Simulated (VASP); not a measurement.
Here is a VASP 6.6.1 calculation.

Contents of INCAR:

```
SYSTEM = MoN2
ALGO = Normal
EDIFF = 1E-6
ENCUT = 520
GGA = PS
ISIF = 2
ISMEAR = 0
LASPH = .TRUE.
LCHARG = .FALSE.
LREAL = .FALSE.
LWAVE = .FALSE.
NBANDS = 33
NELM = 100
PREC = Accurate
SIGMA = 0.1
```

File KPOINTS:

```
k-points
0
G
  15 15 6
  0 0 0
```

POSCAR

```
MoN2
1.0
    3.0129260760      0.0000000000      0.0000000000
   -1.5064630380      2.6092705216      0.0000000000
    0.0000000000      0.0000000000      6.9867886985
Mo N
2 4
Direct
    0.3333333333      0.6666666667      0.2500000000
    0.6666666667      0.3333333333      0.7500000000
    0.3333333333      0.6666666667      0.6008711125
    0.6666666667      0.3333333333      0.1008711125
    0.3333333333      0.6666666667      0.8991288875
    0.6666666667      0.3333333333      0.3991288875
```

Potentials or basis: VASP PAW PBE potentials, release 64 (Mo_sv, N).

Run with:

```console
$ cat potpaw_PBE.64/Mo_sv/POTCAR potpaw_PBE.64/N/POTCAR > POTCAR
$ mpirun -np 1 vasp_std > vasp.out
```

Q: What does it give for the pressure?

A: 21.0 GPa.

Q: What does it give for the band gap on the k mesh?

A: Zero (band 24 reaches 11.88 eV, above the bottom of band 25 at 10.22 eV).

Q: Estimate the largest force.

A: 0.038 eV/Å.

Stress tensor (GPa, compression positive):
```
21.08  0.00  0.00
 0.00 21.08  0.00
 0.00  0.00 20.81
```

Caveat: the PAW data sets were made with another functional, which shifts forces and pressure a little.
